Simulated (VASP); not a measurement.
A run of VASP 6.6.1 is set up as follows.

File INCAR:

```
SYSTEM = Cs
PREC = Accurate ; ENCUT = 500
EDIFF = 1E-7 ; ISMEAR = 0
SIGMA = 0.05 ; LREAL = .FALSE.
LASPH = .TRUE. ; NELM = 120
ALGO = Normal ; ISIF = 3
LWAVE = .FALSE. ; LCHARG = .FALSE.
GGA = PS ; IBRION = 2
NSW = 80 ; EDIFFG = -0.03
GGA_COMPAT = .FALSE. ; NELMIN = 4
```

The input KPOINTS:

```
regular mesh
0
G
  5 5 5
  0 0 0
```

File POSCAR:

```
Cs
1.0
   -2.9964736957      2.9964736957      2.9964736957
    2.9964736957     -2.9964736957      2.9964736957
    2.9964736957      2.9964736957     -2.9964736957
Cs
1
Direct
    0.0000000000      0.0000000000      0.0000000000
```

Potentials or basis: VASP PAW PBE potentials, release 64 (Cs_sv).

Run with:

```console
$ cat potpaw_PBE.64/Cs_sv/POTCAR > POTCAR
$ mpirun -np 1 vasp_std > vasp.out
```

Problem. Estimate the band gap on the k mesh.

Solution. Zero (an odd number of electrons rules out a gap without spin polarisation).

Final structure:
```
CELL_PARAMETERS angstrom
-2.99647 2.99647 2.99647
2.99647 -2.99647 2.99647
2.99647 2.99647 -2.99647
ATOMIC_POSITIONS crystal
Cs 0.00000 0.00000 0.00000
```

Caveat: the relaxation stopped at its first step, so nothing moved; spin-orbit coupling is left out, which moves the levels of the heavy elements.
